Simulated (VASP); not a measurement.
Mg9O8 (a cell with a defect), 17 atoms in the cell. The cell holds a defect, 17 atoms: a = 6.211 Å, b = 6.211 Å, c = 6.211 Å, α = 60.00°, β = 60.00°, γ = 60.00°. 

```yaml
Program: VASP 6.6.1
Task: single point
Functional: PBE
Potentials_or_basis: VASP PAW PBE potentials, release 64 (Mg, O)
Cutoff: 520 eV
k_mesh: 2 × 2 × 2
Occupations: gaussian, width 0.05 eV
Spin: no spin polarisation
Dipole_correction: no
Further_INCAR_settings: LREAL = Auto; ALGO = Normal; EDIFF = 1e-06; NBANDS = 47
```

Potentials or basis: VASP PAW PBE potentials, release 64 (Mg, O).

Launch:

```sh
$ cat potpaw_PBE.64/Mg/POTCAR potpaw_PBE.64/O/POTCAR > POTCAR
$ mpirun -np 1 vasp_std > vasp.out
```

Hardware: 1 thread of Intel(R) Xeon(R) 6975P-C (Granite Rapids) (shared host).

Question: Estimate the wall time of this run.

Answer: Run time: 72 s on 1 thread of Intel(R) Xeon(R) 6975P-C (Granite Rapids) (shared host), peak memory 0.32 GiB. Counts: scf iterations 14, k points 8.
